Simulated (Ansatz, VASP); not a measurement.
# One calculation of Al3H2, two programs

```xyz
5
Lattice="4.7444 0.0000 0.0000 -2.3722 4.1087 0.0000 0.0000 0.0000 3.7712" Properties=species:S:1:pos:R:3 pbc="T T T"
Al    1.5874    2.7495    0.0000
Al    1.5695    0.0000    0.0000
Al   -0.7848    1.3593    0.0000
H     0.0000    0.0000    1.0422
H     0.0000    0.0000    2.7290
```

Alike in both runs: functional PBE; k mesh 12 × 12 × 10; occupations gaussian, width 0.1 eV; no spin polarisation.

Ansatz relaxed the structure, and its values are those at the end. VASP's run is a single point on that final structure, the one shown.

```csv
,VASP,Ansatz
version,VASP 6.6.1,Ansatz 0.2.0
potentials or method,"VASP PAW PBE potentials, release 64 (Al, H), cutoff 520 eV","scalar-relativistic, plane waves, PAW"
valence electrons in the cell,11,11
```

|  | VASP | Ansatz | Ansatz less VASP |
| --- | --- | --- | --- |
| gap on the k mesh at the Fermi level (eV) | none | none | - |
| pressure (GPa) | -0.1 | 0.0 | +0.08 |

A gap of «none» marks a metal or a gap that the smearing closes.
